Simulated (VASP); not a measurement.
Here is a VASP 6.6.1 calculation.

File INCAR:

```
SYSTEM = Bi
PREC     = Accurate       ! precision mode
ENCUT    = 520            ! plane-wave cutoff, eV
EDIFF    = 1E-7           ! SCF threshold, eV
ISMEAR   = 0              ! smearing method
SIGMA    = 0.1            ! smearing width, eV
LREAL    = .FALSE.        ! projectors in reciprocal space
LASPH    = .TRUE.         ! aspherical terms in the spheres
NELM     = 60             ! most SCF steps
ALGO     = Fast           ! electronic algorithm
ISIF     = 2              ! what is computed and relaxed
LWAVE    = .FALSE.        ! write WAVECAR
LCHARG   = .FALSE.        ! write CHGCAR
GGA      = PS             ! functional
NBANDS   = 22             ! bands
```

Contents of KPOINTS:

```
regular mesh
0
G
  14 14 8
  0 0 0
```

Contents of POSCAR:

```
Bi
1.0
    3.2968988959      0.0000000000      0.0000000000
    0.0000000000      3.2180129466      0.0000000000
   -0.0142943226      0.0000000000      6.2864719703
Bi
2
Direct
    0.3983292417      0.0000000000      0.2500193853
    0.6016707583      0.0000000000      0.7499806147
```

Potentials or basis: VASP PAW PBE potentials, release 64 (Bi_d).

Launch:

```sh
$ cat potpaw_PBE.64/Bi_d/POTCAR > POTCAR
$ mpirun -np 1 vasp_std > vasp.out
```

Predict the largest force.

0.017 eV/Å.

What does it give for the pressure?

-0.4 GPa.

Forces on the atoms (eV/Å):
```
Bi  -0.017  0.000 -0.001
Bi   0.017  0.000  0.001
```

Caveat: the cell differs from its parent crystal (uniaxial strain along a: +1.5 %); the PAW data sets were made with another functional, which shifts forces and pressure a little.
